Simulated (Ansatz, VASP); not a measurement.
# Two plane-wave programs on Zn5Se2S3

```
CELL_PARAMETERS angstrom
0.00000 -3.93195 0.00000
3.93195 0.00000 0.00000
-1.96597 1.96597 13.88756
ATOMIC_POSITIONS crystal
Zn 0.70224 0.70224 0.40448
Zn 0.29776 0.29776 0.59552
Zn 0.89348 0.89348 0.78695
Zn 0.50000 0.50000 0.00000
Zn 0.10652 0.10652 0.21305
Se 0.44678 0.94678 0.89356
Se 0.05322 0.55322 0.10644
S 0.25000 0.75000 0.50000
S 0.84562 0.34562 0.69124
S 0.65438 0.15438 0.30876
```

Alike in both runs: task single point; functional PBE; k mesh 4 × 4 × 4; occupations gaussian, width 0.1 eV; no spin polarisation.

|  | VASP | Ansatz |
| --- | --- | --- |
| version | VASP 6.6.1 | Ansatz 0.2.0 |
| potentials or method | VASP PAW PBE potentials, release 64 (Zn, Se, S), cutoff 520 eV | scalar-relativistic, plane waves, PAW |
| valence electrons in the cell | 90 | 110 |

Ansatz gave:

| Property | Result |
| --- | --- |
| gap on the k mesh at the Fermi level (eV) | 1.53 |
| least direct gap on the mesh (eV) | 1.53 |
| pressure (GPa) | 0.1 |
| traceless stress, the component that is largest in VASP (GPa) | -0.23 |

Task: What did VASP give for the same quantities?

Result: gap on the k mesh at the Fermi level (eV): 1.53; least direct gap on the mesh (eV): 1.53; pressure (GPa): 0.3; traceless stress, the component that is largest in VASP (GPa): -0.23.

VASP's potentials hold 90 valence electrons a cell and Ansatz's 110, so a difference there can come from the potentials and not from the codes.
